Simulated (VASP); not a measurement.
# NaCl (Fm-3m) in VASP: notebook

Runs on NaCl. Level: PBE. Tasks: single point.

Program: VASP 6.6.1. These are calculated values, not measurements. Logs are shortened: lines on timing, memory, paths and dates and some standing lists are left out, and cuts for length are marked.

## 1. The cell of the first run

It takes space group Fm-3m (No. 225, cubic). The conventional cell has a = 5.606 Å, b = 5.606 Å, c = 5.606 Å, α = 90.00°, β = 90.00°, γ = 90.00°. Within 3.7 Å of Na (site symmetry m-3m) lie 6 Cl at 2.80 Å. Cl (site symmetry m-3m) has 6 Na at 2.80 Å within 3.7 Å.

## 2. Single point, PBE

Input file INCAR:

```
PREC = Accurate
ENCUT = 520
EDIFF = 1E-6
ISMEAR = 0
SIGMA = 0.01
LREAL = F
LASPH = T
NELM = 80
ALGO = Normal
ISIF = 2
LWAVE = F
LCHARG = F
GGA = PE
NBANDS = 14
```

Input file KPOINTS:

```
regular mesh
0
Gamma
  4 4 4
```

Input file POSCAR:

```
NaCl
1.0
    0.0000000000      2.8027925223      2.8027925223
    2.8027925223      0.0000000000      2.8027925223
    2.8027925223      2.8027925223      0.0000000000
Na Cl
1 1
Direct
    0.0000000000      0.0000000000      0.0000000000
    0.5000000000      0.5000000000      0.5000000000
```

Potentials or basis: VASP PAW PBE potentials, release 64 (Na_pv, Cl).

The run is started by

```console
$ cat potpaw_PBE.64/Na_pv/POTCAR potpaw_PBE.64/Cl/POTCAR > POTCAR
$ mpirun -np 1 vasp_std > vasp.out
```

OUTCAR:

```text
PREC = Accurate
   ENCUT = 520
   EDIFF = 1E-6
   ISMEAR = 0
   LREAL = F
   LASPH = T
   NELM = 80
   ISIF = 2
   GGA = PE

 ion  position               nearest neighbor table
   1  0.000  0.000  0.000-
   2  0.500  0.500  0.500-

  LATTYP: Found a face centered cubic cell.
 ALAT       =     5.6055850446

  Lattice vectors:

 A1 = (   0.0000000000,   2.8027925223,   2.8027925223)
 A2 = (   2.8027925223,   0.0000000000,   2.8027925223)
 A3 = (   2.8027925223,   2.8027925223,   0.0000000000)

Analysis of symmetry for initial positions (statically):
=====================================================================
 Subroutine PRICEL returns:
 Original cell was already a primitive cell.

 Routine SETGRP: Setting up the symmetry group for a
 face centered cubic supercell.

 Subroutine GETGRP returns: Found 48 space group operations
 (whereof 48 operations were pure point group operations)
 out of a pool of 48 trial point group operations.

The static configuration has the point symmetry O_h .

Analysis of symmetry for dynamics (positions and initial velocities):
=====================================================================
 Subroutine PRICEL returns:
 Original cell was already a primitive cell.

 Routine SETGRP: Setting up the symmetry group for a
 face centered cubic supercell.

 Subroutine GETGRP returns: Found 48 space group operations
 (whereof 48 operations were pure point group operations)
 out of a pool of 48 trial point group operations.

The dynamic configuration has the point symmetry O_h .

 Subroutine INISYM returns: Found 48 space group operations
 (whereof 48 operations are pure point group operations),
 and found     1 'primitive' translations

----------------------------------------------------------------------------------------

                                     Primitive cell

  volume of cell :      44.0355

  direct lattice vectors                    reciprocal lattice vectors
     0.000000000  2.802792522  2.802792522    -0.178393511  0.178393511  0.178393511
     2.802792522  0.000000000  2.802792522     0.178393511 -0.178393511  0.178393511
     2.802792522  2.802792522  0.000000000     0.178393511  0.178393511 -0.178393511

  length of vectors
     3.963747198  3.963747198  3.963747198     0.308986626  0.308986626  0.308986626

  position of ions in fractional coordinates (direct lattice)
     0.000000000  0.000000000  0.000000000
     0.500000000  0.500000000  0.500000000

  ion indices of the primitive-cell ions
   primitive index   ion index
                 1           1
                 2           2

----------------------------------------------------------------------------------------

 KPOINTS: regular mesh

Automatic generation of k-mesh.
 Grid dimensions read from file:
 generate k-points for:    4    4    4

 Generating k-lattice:

  Cartesian coordinates                     Fractional coordinates (reciprocal lattice)
    -0.044598378  0.044598378  0.044598378     0.250000000  0.000000000  0.000000000
     0.044598378 -0.044598378  0.044598378     0.000000000  0.250000000  0.000000000
     0.044598378  0.044598378 -0.044598378     0.000000000  0.000000000  0.250000000

  Length of vectors
     0.077246656  0.077246656  0.077246656

  Shift w.r.t. Gamma in fractional coordinates (k-lattice)
     0.000000000  0.000000000  0.000000000

 Subroutine IBZKPT returns following result:
 ===========================================

 Found      8 irreducible k-points:

 Following reciprocal coordinates:
            Coordinates               Weight
  0.000000  0.000000  0.000000      1.000000
  0.250000  0.000000  0.000000      8.000000
  0.500000  0.000000  0.000000      4.000000
  0.250000  0.250000  0.000000      6.000000
  0.500000  0.250000  0.000000     24.000000
 -0.250000  0.250000  0.000000     12.000000
  0.500000  0.500000  0.000000      3.000000
 -0.250000  0.500000  0.250000      6.000000
   k-points           NKPTS =      8   k-points in BZ     NKDIM =      8   number of bands    NBANDS=     14
   number of dos      NEDOS =    301   number of ions     NIONS =      2
   total plane-waves  NPLWV =  27000
   dimension x,y,z NGX =    30 NGY =   30 NGZ =   30
   dimension x,y,z NGXF=    60 NGYF=   60 NGZF=   60
   ions per type =               1   1
   NGX,Y,Z   is equivalent  to a cutoff of  12.58, 12.58, 12.58 a.u.
   NGXF,Y,Z  is equivalent  to a cutoff of  25.16, 25.16, 25.16 a.u.
 SYSTEM =  unknown system
   PREC   = accura    normal or accurate (medium, high low for compatibility)
   ISTART =      0    job   : 0-new  1-cont  2-samecut
   ICHARG =      2    charge: 1-file 2-atom 10-const
   ISPIN  =      1    spin polarized calculation?
   LNONCOLLINEAR =      F non collinear calculations
   LSORBIT =      F    spin-orbit coupling
   LASPH  =      T    aspherical Exc in radial PAW
   ENCUT  =  520.0 eV  38.22 Ry    6.18 a.u.   7.37  7.37  7.37*2*pi/ulx,y,z
   NELM   =     80;   NELMIN=  2; NELMDL= -5     # of ELM steps
   EDIFF  = 0.1E-05   stopping-criterion for ELM
   LREAL  =      F    real-space projection
   EDIFFG = 0.1E-04   stopping-criterion for IOM
   NSW    =      0    number of steps for IOM
   IBRION =     -1    ionic relax: 0-MD 1-quasi-New 2-CG
   NFREE  =      0    steps in history (QN), initial steepest desc. (CG)
   ISIF   =      2    stress and relaxation
   ISYM   =      2    0-nonsym 1-usesym 2-fastsym
   POTIM  = 0.5000    time-step for ionic-motion
   TEBEG  =    0.0;   TEEND  =   0.0 temperature during run
   PSTRESS=    0.0 pullay stress
   NELECT =      14.0000    total number of electrons
   NUPDOWN=      -1.0000    fix difference up-down
   EMIN   =  10.00;   EMAX   =-10.00  energy-range for DOS
   EFERMI =   0.00;   METHOD = LEGACY
   ISMEAR =     0;   SIGMA  =   0.01  broadening in eV -4-tet -1-fermi 0-gaus
   EFERMI_NEDOS =   21; number of points for ismear=-14 and -15
   IALGO  =     38    algorithm
   IMIX   =      4    mixing-type and parameters
     AMIX     =   0.40;   BMIX     =  1.00
     AMIX_MAG =   1.60;   BMIX_MAG =  1.00
  volume/ion in A,a.u.               =      22.02       148.58
  Fermi-wavevector in a.u.,A,eV,Ry     =   1.117335  2.111456 16.986010  1.248436
  Thomas-Fermi vector in A             =   2.253956
   LORBIT       =      0    0 simple, 1 ext, 2 COOP (PROOUT), +10 PAW based schemes
   GGA     = PE    functional components
   LHFCALC =     F    Hartree Fock is set to
   AEXX    =    0.0000 exact exchange contribution
   IVDW    =     0    specifies the selected vdW correction
   LEPSILON=     F    determine dielectric tensor
   LRPA    =     F    only Hartree local field effects (RPA)
 non-spin polarized calculation
 Gauss-broadening in eV      SIGMA  =   0.01
  energy-cutoff  :      520.00
  volume of cell :       44.04
 maximum number of plane-waves:      1243
 NGX is ok and might be reduce to    30
   NGX = 15   NGY = 15   NGZ = 15

 number of electron      14.0000003 magnetization

 Free energy of the ion-electron system (eV)
  ---------------------------------------------------
  ext. energy  EPLUGINS =         0.00000000
  ---------------------------------------------------
  free energy    TOTEN  =        -6.76760917 eV

  energy without entropy =       -6.76760917  energy(sigma->0) =       -6.76760917

 E-fermi :  -0.5560     XC(G=0):  -8.2441

 val. band max:       -0.6219230887   @ k =   0.0000   0.0000   0.0000
 cond. band min:       4.5558933360   @ k =   0.0000   0.0000   0.0000
 fundamental gap:      5.1778164247
 Fermi energy:        -0.5560240801

 k-point     1 :       0.0000    0.0000    0.0000
  band No.  band energies     occupation
      1     -21.4090      2.00000
      2     -21.4090      2.00000
      3     -21.4090      2.00000
      4     -13.3223      2.00000
      5      -0.6219      2.00000
      6      -0.6219      2.00000
      7      -0.6219      2.00000
      8       4.5559      0.00000
      9      10.5159      0.00000
     10      10.5159      0.00000
     11      10.5160      0.00000
     12      12.7006      0.00000
     13      12.7006      0.00000
     14      14.3380      0.00000

 k-point     2 :       0.2500    0.0000    0.0000
  band No.  band energies     occupation
      1     -21.4250      2.00000
      2     -21.4102      2.00000
      3     -21.4102      2.00000
      4     -13.1496      2.00000
      5      -1.7492      2.00000
      6      -0.7630      2.00000
      7      -0.7630      2.00000
      8       6.0368      0.00000
      9       9.4368      0.00000
     10      10.8128      0.00000
     11      10.8128      0.00000
     12      12.6676      0.00000
     13      12.6676      0.00000
     14      15.1404      0.00000

 k-point     3 :       0.5000    0.0000    0.0000
  band No.  band energies     occupation
      1     -21.4408      2.00000
      2     -21.4113      2.00000
      3     -21.4113      2.00000
      4     -12.9662      2.00000
      5      -2.6013      2.00000
      6      -0.8956      2.00000
      7      -0.8956      2.00000
      8       6.6833      0.00000
      9      10.1531      0.00000
     10      10.3944      0.00000
     11      10.3944      0.00000
     12      14.4854      0.00000
     13      15.6233      0.00000
     14      15.6233      0.00000
[... 52 lines left out ...]
 k-point     7 :       0.5000    0.5000    0.0000
  band No.  band energies     occupation
      1     -21.4307      2.00000
      2     -21.4177      2.00000
      3     -21.4177      2.00000
      4     -12.9178      2.00000
      5      -2.3286      2.00000
      6      -1.2350      2.00000
      7      -1.2350      2.00000
      8       6.9662      0.00000
      9       7.4407      0.00000
     10      10.8289      0.00000
     11      14.3194      0.00000
     12      14.3194      0.00000
     13      14.7237      0.00000
     14      16.4863      0.00000

 k-point     8 :      -0.2500    0.5000    0.2500
  band No.  band energies     occupation
      1     -21.4242      2.00000
      2     -21.4242      2.00000
      3     -21.4201      2.00000
      4     -12.8994      2.00000
      5      -1.8429      2.00000
      6      -1.8429      2.00000
      7      -1.3985      2.00000
      8       8.2802      0.00000
      9       9.1299      0.00000
     10       9.1299      0.00000
     11      10.8284      0.00000
     12      15.2289      0.00000
     13      15.2289      0.00000
     14      15.7931      0.00000

------------------------ aborting loop because EDIFF is reached ----------------------------------------

  FORCE on cell =-STRESS in cart. coord.  units (eV):
  Direction    XX          YY          ZZ          XY          YZ          ZX
  --------------------------------------------------------------------------------------
  -------------------------------------------------------------------------------------
  Total        0.3473681      0.3473681      0.3473681     -0.0000000     -0.0000000     -0.0000000
  in kB       12.6385625     12.6385625     12.6385625     -0.0000000     -0.0000000     -0.0000000
  external PRESSURE =      12.6385625 kB  Pullay stress =       0.0000000 kB

 VOLUME and BASIS-vectors are now :
 -----------------------------------------------------------------------------
  energy-cutoff  :      520.00
  volume of cell :       44.04
      direct lattice vectors                 reciprocal lattice vectors
     0.000000000  2.802792522  2.802792522    -0.178393511  0.178393511  0.178393511
     2.802792522  0.000000000  2.802792522     0.178393511 -0.178393511  0.178393511
     2.802792522  2.802792522  0.000000000     0.178393511  0.178393511 -0.178393511

 POSITION                                       TOTAL-FORCE (eV/Angst)
 -----------------------------------------------------------------------------------
      0.00000      0.00000      0.00000         0.000000     -0.000000     -0.000000
      2.80279      2.80279      2.80279         0.000000      0.000000      0.000000
 -----------------------------------------------------------------------------------
    total drift:                               -0.000000      0.000000      0.000000

  FREE ENERGIE OF THE ION-ELECTRON SYSTEM (eV)
  ---------------------------------------------------
  free  energy   TOTEN  =        -6.7676091673 eV

  energy  without entropy=       -6.7676091673  energy(sigma->0) =       -6.76760917
```

It took 7.7 s on 1 thread of Intel Xeon 6975P-C, shared host; peak memory 0.15 GiB.

What came out:

```yaml
Free_energy: -6.7676 eV
Pressure: 1.3 GPa
Band_gap_on_the_k_mesh: 5.18 eV, direct
```

Caveat: the k points lie up to 0.49 Å⁻¹ apart.

## 3. Single point, PBE (volume changed by +5%)

Input file INCAR:

```
SYSTEM = NaCl
PREC     = Accurate       ! precision mode
ENCUT    = 520            ! plane-wave cutoff, eV
EDIFF    = 1E-6           ! SCF threshold, eV
ISMEAR   = 0              ! smearing method
SIGMA    = 0.01           ! smearing width, eV
LREAL    = .FALSE.        ! projectors in reciprocal space
LASPH    = .TRUE.         ! aspherical terms in the spheres
NELM     = 100            ! most SCF steps
ALGO     = Normal         ! electronic algorithm
ISIF     = 2              ! what is computed and relaxed
LWAVE    = .FALSE.        ! write WAVECAR
LCHARG   = .FALSE.        ! write CHGCAR
GGA      = PE             ! functional
NBANDS   = 14             ! bands
```

Input file KPOINTS:

```
regular mesh
0
G
  4 4 4
  0 0 0
```

Input file POSCAR:

```
NaCl
1.0
    0.0000000000      2.8487481086      2.8487481086
    2.8487481086      0.0000000000      2.8487481086
    2.8487481086      2.8487481086      0.0000000000
Na Cl
1 1
Direct
    0.0000000000      0.0000000000      0.0000000000
    0.5000000000      0.5000000000      0.5000000000
```

Potentials or basis: VASP PAW PBE potentials, release 64 (Na_pv, Cl).

The run is started by

```console
$ cat potpaw_PBE.64/Na_pv/POTCAR potpaw_PBE.64/Cl/POTCAR > POTCAR
$ mpirun -np 1 vasp_std > vasp.out
```

OUTCAR:

```text
SYSTEM = NaCl
   PREC = Accurate
   ENCUT = 520
   EDIFF = 1E-6
   ISMEAR = 0
   LREAL = .FALSE.
   LASPH = .TRUE.
   NELM = 100
   ISIF = 2
   GGA = PE

 ion  position               nearest neighbor table
   1  0.000  0.000  0.000-
   2  0.500  0.500  0.500-

  LATTYP: Found a face centered cubic cell.
 ALAT       =     5.6974962172

  Lattice vectors:

 A1 = (   0.0000000000,   2.8487481086,   2.8487481086)
[... 301 lines left out ...]
     13      14.5782      0.00000
     14      15.1671      0.00000

------------------------ aborting loop because EDIFF is reached ----------------------------------------

  FORCE on cell =-STRESS in cart. coord.  units (eV):
  Direction    XX          YY          ZZ          XY          YZ          ZX
  --------------------------------------------------------------------------------------
  -------------------------------------------------------------------------------------
  Total       -0.0084893     -0.0084893     -0.0084893     -0.0000000      0.0000000     -0.0000000
  in kB       -0.2941657     -0.2941657     -0.2941657     -0.0000000      0.0000000     -0.0000000
  external PRESSURE =      -0.2941657 kB  Pullay stress =       0.0000000 kB

 VOLUME and BASIS-vectors are now :
 -----------------------------------------------------------------------------
  energy-cutoff  :      520.00
  volume of cell :       46.24
      direct lattice vectors                 reciprocal lattice vectors
     0.000000000  2.848748109  2.848748109    -0.175515694  0.175515694  0.175515694
     2.848748109  0.000000000  2.848748109     0.175515694 -0.175515694  0.175515694
     2.848748109  2.848748109  0.000000000     0.175515694  0.175515694 -0.175515694

 POSITION                                       TOTAL-FORCE (eV/Angst)
 -----------------------------------------------------------------------------------
      0.00000      0.00000      0.00000        -0.000000     -0.000000     -0.000000
      2.84875      2.84875      2.84875         0.000000      0.000000      0.000000
 -----------------------------------------------------------------------------------
    total drift:                               -0.000000      0.000000      0.000000

  FREE ENERGIE OF THE ION-ELECTRON SYSTEM (eV)
  ---------------------------------------------------
  free  energy   TOTEN  =        -6.7763073925 eV

  energy  without entropy=       -6.7763073925  energy(sigma->0) =       -6.77630739
```

stdout:

```text
POSCAR found type information on POSCAR NaCl
 POSCAR found :  2 types and       2 ions
 scaLAPACK will be used
 LDA part: xc-table for (Slater+PW92), standard interpolation
 POSCAR, INCAR and KPOINTS ok, starting setup
 FFT: planning ... GRIDC
 FFT: planning ... GRID_SOFT
 FFT: planning ... GRID
 WAVECAR not read
 entering main loop
```

Wall time 8 s (1 thread of Intel Xeon 6975P-C, shared host); peak memory 0.15 GiB.

What came out:

```
Free energy            : -6.7763 eV
Pressure               : 0.0 GPa
Band gap on the k mesh : 4.99 eV, direct
```

Caveat: the k points lie up to 0.48 Å⁻¹ apart.

## 4. Single point, PBE (volume changed by +10%)

Input file INCAR:

```
SYSTEM = NaCl
ALGO = Normal ; EDIFF = 1E-6
ENCUT = 520 ; GGA = PE
ISIF = 2 ; ISMEAR = 0
LASPH = .TRUE. ; LCHARG = .FALSE.
LREAL = .FALSE. ; LWAVE = .FALSE.
NBANDS = 14 ; NELM = 80
PREC = Accurate ; SIGMA = 0.01
```

Input file KPOINTS:

```
k-points
0
G
  4 4 4
  0 0 0
```

Input file POSCAR:

```
NaCl
1.0
    0.0000000000      2.8932669885      2.8932669885
    2.8932669885      0.0000000000      2.8932669885
    2.8932669885      2.8932669885      0.0000000000
Na Cl
1 1
Direct
    0.0000000000      0.0000000000      0.0000000000
    0.5000000000      0.5000000000      0.5000000000
```

The run is started by

```console
$ cat potpaw_PBE.64/Na_pv/POTCAR potpaw_PBE.64/Cl/POTCAR > POTCAR
$ mpirun -np 1 vasp_std > vasp.out
```

Run time: 8.2 s. Hardware: 1 thread of Intel Xeon 6975P-C, shared host; peak memory 0.15 GiB.

The run converged. Its results:

```yaml
Free_energy: -6.7695 eV
Pressure: -1.0 GPa
Band_gap_on_the_k_mesh: 4.82 eV, direct
```

Levels at points of the mesh, in eV from the valence-band top:
```
           k point  band 5  band 6  band 7  band 8  band 9  band 10
(0.00, 0.00, 0.00)    0.00    0.00    0.00    4.82   11.03    11.03
(0.50, 0.00, 0.00)   -1.70   -0.22   -0.22    7.13   10.01    10.78
(0.50, 0.50, 0.00)   -1.47   -0.52   -0.52    7.30    8.13    10.79
```

Caveat: the k points lie up to 0.47 Å⁻¹ apart.

## 5. The runs side by side

| cell | gap on the mesh (eV) | pressure (GPa) |
| --- | --- | --- |
| a = 3.964 Å, angles 60.0°, 2 atoms | 5.18 | 1.3 |
| a = 4.029 Å, angles 60.0°, 2 atoms | 4.99 | 0.0 |
| a = 4.092 Å, angles 60.0°, 2 atoms | 4.82 | -1.0 |

Alike in all rows: task single point; level PBE; potentials or basis VASP PAW PBE potentials, release 64 (Na_pv, Cl); no spin polarisation; k mesh 4 × 4 × 4; cutoff (eV) 520; smearing gaussian 0.01 eV.

Caveats: all runs use coarse meshes.

Total energies depend on the potentials used, so only differences within one code and one set of settings carry meaning.
